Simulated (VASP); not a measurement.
# Si (Fd-3m) in VASP: phonons with r2SCAN

Aim: the phonons of Si with r2SCAN.

Everything below comes from runs of VASP 6.6.1. Logs are shortened: lines on timing, memory, paths and dates and some standing lists are left out, and cuts for length are marked.

## 1. The cell of the first run

The structure is cubic, space group Fd-3m (No. 227). The conventional cell has a = 5.440 Å, b = 5.440 Å, c = 5.440 Å, α = 90.00°, β = 90.00°, γ = 90.00°. Within 3.1 Å of Si (site symmetry -43m) lie 4 Si at 2.36 Å.

## 2. Phonons, r2SCAN

Contents of INCAR:

```
SYSTEM = Si
PREC = Accurate
ENCUT = 550
EDIFF = 1E-8
ISMEAR = 0
SIGMA = 0.01
LREAL = .False.
LASPH = .True.
NELM = 120
ALGO = Normal
ISIF = 2
LWAVE = .False.
LCHARG = .True.
METAGGA = R2SCAN
LMIXTAU = .True.
NBANDS = 11
IBRION = 6
NFREE = 2
POTIM = 0.015
NSW = 1
GGA_COMPAT = .False.
```

Contents of KPOINTS:

```
Automatic mesh
0
Gamma
  4 4 4
  0 0 0
```

Contents of POSCAR:

```
Si
1.0
    0.0000000000      2.7200000000      2.7200000000
    2.7200000000      0.0000000000      2.7200000000
    2.7200000000      2.7200000000      0.0000000000
Si
2
Direct
    0.0000000000      0.0000000000      0.0000000000
    0.2500000000      0.2500000000      0.2500000000
```

Potentials or basis: VASP PAW PBE potentials, release 64 (Si).

Started as:

```
$ cat potpaw_PBE.64/Si/POTCAR > POTCAR
$ mpirun -np 1 vasp_std > vasp.out
```

OUTCAR:

```text
SYSTEM = Si
   PREC = Accurate
   ENCUT = 550
   EDIFF = 1E-8
   ISMEAR = 0
   LREAL = .False.
   LASPH = .True.
   NELM = 120
   ISIF = 2
   METAGGA = R2SCAN
   IBRION = 6
   NFREE = 2
   POTIM = 0.015
   NSW = 1

 ion  position               nearest neighbor table
   1  0.000  0.000  0.000-   2 2.36   2 2.36   2 2.36   2 2.36
   2  0.250  0.250  0.250-   1 2.36   1 2.36   1 2.36   1 2.36

  LATTYP: Found a face centered cubic cell.
 ALAT       =     5.4400000000

  Lattice vectors:

 A1 = (   0.0000000000,   2.7200000000,   2.7200000000)
 A2 = (   2.7200000000,   0.0000000000,   2.7200000000)
 A3 = (   2.7200000000,   2.7200000000,   0.0000000000)

Analysis of symmetry for initial positions (statically):
=====================================================================
 Subroutine PRICEL returns:
 Original cell was already a primitive cell.

 Routine SETGRP: Setting up the symmetry group for a
 face centered cubic supercell.

 Subroutine GETGRP returns: Found 48 space group operations
 (whereof 24 operations were pure point group operations)
 out of a pool of 48 trial point group operations.

The static configuration has the point symmetry T_d .
 The point group associated with its full space group is O_h .

Analysis of symmetry for dynamics (positions and initial velocities):
=====================================================================
 Subroutine PRICEL returns:
 Original cell was already a primitive cell.

 Routine SETGRP: Setting up the symmetry group for a
 face centered cubic supercell.

 Subroutine GETGRP returns: Found 48 space group operations
 (whereof 24 operations were pure point group operations)
 out of a pool of 48 trial point group operations.

The dynamic configuration has the point symmetry T_d .
 The point group associated with its full space group is O_h .

 Subroutine INISYM returns: Found 48 space group operations
 (whereof 24 operations are pure point group operations),
 and found     1 'primitive' translations

----------------------------------------------------------------------------------------

                                     Primitive cell

  volume of cell :      40.2473

  direct lattice vectors                    reciprocal lattice vectors
     0.000000000  2.720000000  2.720000000    -0.183823529  0.183823529  0.183823529
     2.720000000  0.000000000  2.720000000     0.183823529 -0.183823529  0.183823529
     2.720000000  2.720000000  0.000000000     0.183823529  0.183823529 -0.183823529

  length of vectors
     3.846660890  3.846660890  3.846660890     0.318391693  0.318391693  0.318391693

  position of ions in fractional coordinates (direct lattice)
     0.000000000  0.000000000  0.000000000
     0.250000000  0.250000000  0.250000000

  ion indices of the primitive-cell ions
   primitive index   ion index
                 1           1
                 2           2

----------------------------------------------------------------------------------------

 KPOINTS: Automatic mesh

Automatic generation of k-mesh.
 Grid dimensions read from file:
 generate k-points for:    4    4    4

 Generating k-lattice:

  Cartesian coordinates                     Fractional coordinates (reciprocal lattice)
    -0.045955882  0.045955882  0.045955882     0.250000000  0.000000000  0.000000000
     0.045955882 -0.045955882  0.045955882     0.000000000  0.250000000  0.000000000
     0.045955882  0.045955882 -0.045955882     0.000000000  0.000000000  0.250000000

  Length of vectors
     0.079597923  0.079597923  0.079597923

  Shift w.r.t. Gamma in fractional coordinates (k-lattice)
     0.000000000  0.000000000  0.000000000

 Subroutine IBZKPT returns following result:
 ===========================================

 Found      8 irreducible k-points:

 Following reciprocal coordinates:
            Coordinates               Weight
  0.000000  0.000000  0.000000      1.000000
  0.250000  0.000000  0.000000      8.000000
  0.500000  0.000000  0.000000      4.000000
  0.250000  0.250000  0.000000      6.000000
  0.500000  0.250000  0.000000     24.000000
 -0.250000  0.250000  0.000000     12.000000
  0.500000  0.500000  0.000000      3.000000
 -0.250000  0.500000  0.250000      6.000000
   k-points           NKPTS =      8   k-points in BZ     NKDIM =      8   number of bands    NBANDS=     11
   number of dos      NEDOS =    301   number of ions     NIONS =      2
   total plane-waves  NPLWV =  27000
   dimension x,y,z NGX =    30 NGY =   30 NGZ =   30
   dimension x,y,z NGXF=    60 NGYF=   60 NGZF=   60
   ions per type =               2
   NGX,Y,Z   is equivalent  to a cutoff of  12.97, 12.97, 12.97 a.u.
   NGXF,Y,Z  is equivalent  to a cutoff of  25.93, 25.93, 25.93 a.u.
 SYSTEM =  Si
   PREC   = accura    normal or accurate (medium, high low for compatibility)
   ISTART =      0    job   : 0-new  1-cont  2-samecut
   ICHARG =      2    charge: 1-file 2-atom 10-const
   ISPIN  =      1    spin polarized calculation?
   LNONCOLLINEAR =      F non collinear calculations
   LSORBIT =      F    spin-orbit coupling
   LASPH  =      T    aspherical Exc in radial PAW
   ENCUT  =  550.0 eV  40.42 Ry    6.36 a.u.   7.36  7.36  7.36*2*pi/ulx,y,z
   NELM   =    120;   NELMIN=  2; NELMDL= -5     # of ELM steps
   EDIFF  = 0.1E-07   stopping-criterion for ELM
   LREAL  =      F    real-space projection
   EDIFFG = 0.1E-06   stopping-criterion for IOM
   NSW    =     61    number of steps for IOM
   IBRION =      6    ionic relax: 0-MD 1-quasi-New 2-CG
   NFREE  =      2    steps in history (QN), initial steepest desc. (CG)
   ISIF   =      2    stress and relaxation
   ISYM   =      2    0-nonsym 1-usesym 2-fastsym
   POTIM  = 0.0150    time-step for ionic-motion
   TEBEG  =    0.0;   TEEND  =   0.0 temperature during run
   PSTRESS=    0.0 pullay stress
   NELECT =       8.0000    total number of electrons
   NUPDOWN=      -1.0000    fix difference up-down
   EMIN   =  10.00;   EMAX   =-10.00  energy-range for DOS
   EFERMI =   0.00;   METHOD = LEGACY
   ISMEAR =     0;   SIGMA  =   0.01  broadening in eV -4-tet -1-fermi 0-gaus
   EFERMI_NEDOS =   21; number of points for ismear=-14 and -15
   IALGO  =     38    algorithm
   IMIX   =      4    mixing-type and parameters
     AMIX     =   0.40;   BMIX     =  1.00
     AMIX_MAG =   1.60;   BMIX_MAG =  1.00
  volume/ion in A,a.u.               =      20.12       135.80
  Fermi-wavevector in a.u.,A,eV,Ry     =   0.955416  1.805475 12.419671  0.912820
  Thomas-Fermi vector in A             =   2.084252
   LORBIT       =      0    0 simple, 1 ext, 2 COOP (PROOUT), +10 PAW based schemes
   METAGGA = R2SCAN    functional components
   LHFCALC =     F    Hartree Fock is set to
   AEXX    =    0.0000 exact exchange contribution
   IVDW    =     0    specifies the selected vdW correction
   LEPSILON=     F    determine dielectric tensor
   LRPA    =     F    only Hartree local field effects (RPA)
 finite differences with symmetry
 non-spin polarized calculation
 Gauss-broadening in eV      SIGMA  =   0.01
  energy-cutoff  :      550.00
  volume of cell :       40.25
 maximum number of plane-waves:      1243
 NGX is ok and might be reduce to    30
   NGX = 15   NGY = 15   NGZ = 15

--------------------------------------- Ionic step        1  -------------------------------------------

 number of electron       8.0000001 magnetization

 Free energy of the ion-electron system (eV)
  ---------------------------------------------------
  ext. energy  EPLUGINS =         0.00000000
  ---------------------------------------------------
  free energy    TOTEN  =       -17.37177461 eV

  energy without entropy =      -17.37177461  energy(sigma->0) =      -17.37177461

------------------------ aborting loop because EDIFF is reached ----------------------------------------

  FORCE on cell =-STRESS in cart. coord.  units (eV):
  Direction    XX          YY          ZZ          XY          YZ          ZX
  --------------------------------------------------------------------------------------
  -------------------------------------------------------------------------------------
  Total        0.1470431      0.1470431      0.1470431     -0.0000000     -0.0000000     -0.0000000
  in kB        5.8535389      5.8535389      5.8535389     -0.0000000     -0.0000000     -0.0000000
  external PRESSURE =       5.8535389 kB  Pullay stress =       0.0000000 kB
[... 59 lines left out ...]
--------------------------------------- Ionic step        3  -------------------------------------------

 number of electron       8.0000000 magnetization

 Free energy of the ion-electron system (eV)
  ---------------------------------------------------
  ext. energy  EPLUGINS =         0.00000000
  ---------------------------------------------------
  free energy    TOTEN  =       -17.37015872 eV

  energy without entropy =      -17.37015872  energy(sigma->0) =      -17.37015872

 E-fermi :   5.8459     XC(G=0):  -9.8129

 val. band max:        5.7987463208   @ k =   0.0000   0.0000   0.0000
 cond. band min:       6.5974087485   @ k =   0.0000   0.5000   0.5000
 fundamental gap:      0.7986624277
 Fermi energy:         5.8458754183

 k-point     1 :       0.0000    0.0000    0.0000
  band No.  band energies     occupation
      1      -6.7689      2.00000
      2       5.6454      2.00000
      3       5.7226      2.00000
      4       5.7987      2.00000
      5       8.4232      0.00000
      6       8.4678      0.00000
      7       8.5139      0.00000
      8       9.6550      0.00000
      9      13.8253      0.00000
     10      13.8268      0.00000
     11      14.3670      0.00000
[... 265 lines left out ...]
  FREE ENERGIE OF THE ION-ELECTRON SYSTEM (eV)
  ---------------------------------------------------
  free  energy   TOTEN  =       -17.3701587205 eV

  energy  without entropy=      -17.3701587205  energy(sigma->0) =      -17.37015872

 INTERNAL STRAIN TENSORS FROM DISPLACED ATOMS
 ============================================

 INTERNAL STRAIN TENSOR FOR ION    1 for displacements in x,y,z  (eV/Angst):
          X           Y           Z          XY          YZ          ZX
  --------------------------------------------------------------------------------
  x     0.00000    -0.00000    -0.00000    -0.00000     9.22135    -0.00000
  y    -0.00000     0.00000    -0.00000     0.00000    -0.00000     9.22135
  z    -0.00000    -0.00000     0.00000     9.22135    -0.00000    -0.00000

 INTERNAL STRAIN TENSOR FOR ION    2 for displacements in x,y,z  (eV/Angst):
          X           Y           Z          XY          YZ          ZX
  --------------------------------------------------------------------------------
  x     0.00000     0.00000     0.00000     0.00000    -9.22135     0.00000
  y     0.00000     0.00000     0.00000    -0.00000     0.00000    -9.22135
  z     0.00000     0.00000     0.00000    -9.22135     0.00000     0.00000

 Eigenvectors and eigenvalues of the dynamical matrix
 ----------------------------------------------------

   1 f  =   15.812012 THz    99.349801 2PiTHz  527.431944 cm-1    65.393197 meV
             X         Y         Z           dx          dy          dz
      0.000000  0.000000  0.000000     0.000000   -0.707107    0.000000
      1.360000  1.360000  1.360000     0.000000    0.707107    0.000000
[... 21 lines left out ...]
   6 f  =    0.000000 THz     0.000000 2PiTHz    0.000000 cm-1     0.000000 meV
             X         Y         Z           dx          dy          dz
      0.000000  0.000000  0.000000     0.000000    0.000000    0.707107
      1.360000  1.360000  1.360000     0.000000    0.000000    0.707107

 ELASTIC MODULI CONTR FROM IONIC RELAXATION (kBar)
 Direction    XX          YY          ZZ          XY          YZ          ZX
 --------------------------------------------------------------------------------
 XX          -0.0000     -0.0000     -0.0000      0.0000     -0.0000      0.0000
 YY          -0.0000     -0.0000     -0.0000      0.0000      0.0000     -0.0000
 ZZ          -0.0000     -0.0000     -0.0000      0.0000      0.0000      0.0000
 XY           0.0000      0.0000      0.0000   -235.6384      0.0000      0.0000
 YZ          -0.0000      0.0000      0.0000      0.0000   -235.6384      0.0000
 ZX           0.0000     -0.0000      0.0000      0.0000      0.0000   -235.6384
 --------------------------------------------------------------------------------
```

Wall time 76 s (1 thread of Intel Xeon Platinum 8488C (Sapphire Rapids), shared host); peak memory 0.17 GiB.

What came out:

```yaml
Highest_phonon_frequency_at_Γ: 527 cm⁻¹
```

Phonon frequencies in cm⁻¹ (negative: imaginary):
| q point | frequencies |
| --- | --- |
| (0.000, 0.000, 0.000) | 0 0 0 527 527 527 |

Caveat: the k points lie up to 0.50 Å⁻¹ apart; the PAW data sets were made with another functional, which shifts forces and pressure a little.
